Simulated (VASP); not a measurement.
Runs of VASP 6.6.1 on Hg. The structure is that of space group P6_3/mmc (No. 194), or close to it. The cells are those of the table. 

```tsv
cell	further INCAR settings	gap on the mesh (eV)	pressure (GPa)
a = 3.272, b = 3.272, c = 5.237 Å, angles 90.0, 90.0, 120.0°, 2 atoms	ALGO = Fast; EDIFF = 1e-07; NBANDS = 19	none	(a)
a = 3.193, b = 3.194, c = 5.419 Å, angles 90.0, 90.0, 120.0°, 2 atoms	ALGO = Fast; EDIFF = 1e-06; NBANDS = 19	none	(b)
a = 3.075, b = 3.075, c = 5.601 Å, angles 90.0, 90.0, 120.0°, 2 atoms	ALGO = Fast; EDIFF = 1e-06; NBANDS = 19	none	-1.7
a = 3.312, b = 3.312, c = 4.873 Å, angles 90.0, 90.0, 120.0°, 2 atoms	ALGO = Fast; EDIFF = 1e-07; NBANDS = 19	none	-1.9
a = 3.233, b = 3.233, c = 5.419 Å, angles 90.0, 90.0, 120.0°, 2 atoms	ALGO = Fast; EDIFF = 1e-06; NBANDS = 19	none	-3.4
a = 3.193, b = 3.194, c = 5.237 Å, angles 90.0, 90.0, 120.0°, 2 atoms	ALGO = Fast; EDIFF = 1e-07; NBANDS = 19	none	-1.9
a = 3.272, b = 3.272, c = 5.055 Å, angles 90.0, 90.0, 120.0°, 2 atoms	ALGO = Fast; EDIFF = 1e-07; NBANDS = 19	none	-2.3
a = 3.036, b = 3.036, c = 5.783 Å, angles 90.0, 90.0, 120.0°, 2 atoms	ALGO = Fast; EDIFF = 1e-06; NBANDS = 19	none	-1.8
```

Alike in all rows: task single point; level PBEsol+D3(BJ); potentials or basis VASP PAW PBE potentials, release 64 (Hg); no spin polarisation; k mesh 18 × 18 × 10; cutoff (eV) 520; smearing gaussian 0.15 eV.

Task: Fill in the values left out.

Result: (a) -3.1; (b) -3.0.

Caveats: the PAW data sets were made with another functional, which shifts forces and pressure a little; spin-orbit coupling is left out, which moves the levels of the heavy elements; the cell stands under tension (at least some runs).

A k mesh can miss the band edges, and the runs leave out spin-orbit coupling on Hg.

A gap of «none» marks levels without a gap at the run's occupations.
